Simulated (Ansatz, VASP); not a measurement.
# Two plane-wave programs on Be2H3

```
Be H
1.0
     2.47348    0.00000    0.00000
    -1.23674    2.14210    0.00000
     0.00000    0.00000    5.76321
Be H
2 3
Direct
  0.33333 0.66667 0.19160
  0.66667 0.33333 0.80840
  0.00000 0.00000 0.00000
  0.33333 0.66667 0.68491
  0.66667 0.33333 0.31509
```

Alike in both runs: functional PBE; k mesh 12 × 12 × 4; occupations gaussian, width 0.1 eV; no spin polarisation.

Ansatz relaxed the structure, and its values are those at the end. VASP's run is a single point on that final structure, the one shown.

|  | VASP | Ansatz |
| --- | --- | --- |
| version | VASP 6.6.1 | Ansatz 0.2.0 |
| potentials or method | VASP PAW PBE potentials, release 64 (Be, H), cutoff 520 eV | scalar-relativistic, plane waves, PAW |
| valence electrons in the cell | 7 | 7 |

Ansatz gave:

| Quantity | Value |
| --- | --- |
| gap on the k mesh at the Fermi level (eV) | none |
| pressure (GPa) | -0.2 |
| rms of the force components (eV/Å) | 0.009 |

Question: Estimate VASP's values.

Answer: gap on the k mesh at the Fermi level (eV): none; pressure (GPa): -0.3; rms of the force components (eV/Å): 0.010.

A gap of «none» marks a metal or a gap that the smearing closes. With one functional, cell and mesh, what is left measures potentials, basis and numerics.
